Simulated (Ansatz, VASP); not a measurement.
## One calculation of InSb3, two programs

Contents of INCAR:

```
SYSTEM = InSb3
ALGO = Normal
EDIFF = 1E-6
ENCUT = 520
GGA = PE
ISIF = 2
ISMEAR = 0
LASPH = .True.
LCHARG = .False.
LREAL = .False.
LWAVE = .False.
NBANDS = 22
NELM = 60
PREC = Accurate
SIGMA = 0.15
```

Contents of KPOINTS:

```
k-points
0
Gamma
  8 8 8
  0 0 0
```

POSCAR

```
InSb3
1.0
    4.8138627010      0.1684851945      0.1684851945
    0.1684851945      4.8138627010      0.1684851945
    0.1684851945      0.1684851945      4.8138627010
In Sb
1 3
Direct
    0.0000000000      0.0000000000      0.0000000000
    0.5000000000      0.0000000000      0.5000000000
    0.0000000000      0.5000000000      0.5000000000
    0.5000000000      0.5000000000      0.0000000000
```

Input for Ansatz:

```yaml
crystal:
  lattice:
    - [4.813862701, 0.1684851945, 0.1684851945]
    - [0.1684851945, 4.813862701, 0.1684851945]
    - [0.1684851945, 0.1684851945, 4.813862701]
  atoms:
    - { symbol: In, position: [0.0, 0.0, 0.0] }
    - { symbol: Sb, position: [0.5, 0.0, 0.5] }
    - { symbol: Sb, position: [0.0, 0.5, 0.5] }
    - { symbol: Sb, position: [0.5, 0.5, 0.0] }
basis:
  ecutwfc: 420
kpoints:
  mp_grid: { grid: [8, 8, 8] }
hamiltonian:
  xc: pbe
  pseudopotentials: { kind: paw, azcp: { folder: soft_1 } }
scf:
  occupations: { method: gaussian, width: 0.15 }
output:
  forces: true
  stress: true
  eigenvalues: true
```

Change from the starting cell: equal engineering shear yz, xz and xy +0.0700, equal normal strain along x, y and z +0.0000.

Alike in both runs: task single point; functional PBE; k mesh 8 × 8 × 8; occupations gaussian, width 0.15 eV; no spin polarisation.

```csv
,VASP,Ansatz
version,VASP 6.6.1,Ansatz 0.2.0
potentials or method,"VASP PAW PBE potentials, release 64 (In_d, Sb), cutoff 520 eV","scalar-relativistic, plane waves, PAW"
valence electrons in the cell,28,58
```

VASP gave:

* gap on the k mesh at the Fermi level (eV): none
* pressure (GPa): 0.6
* traceless stress, the component that is largest in VASP (GPa): -1.13

Task: What did Ansatz give for the same quantities?

Result: gap on the k mesh at the Fermi level (eV): none; pressure (GPa): 0.7; traceless stress, the component that is largest in VASP (GPa): -1.13.

A gap of «none» marks a metal or a gap that the smearing closes. VASP's potentials hold 28 valence electrons a cell and Ansatz's 58, so a difference there can come from the potentials and not from the codes.

Neither program's run includes spin-orbit coupling.
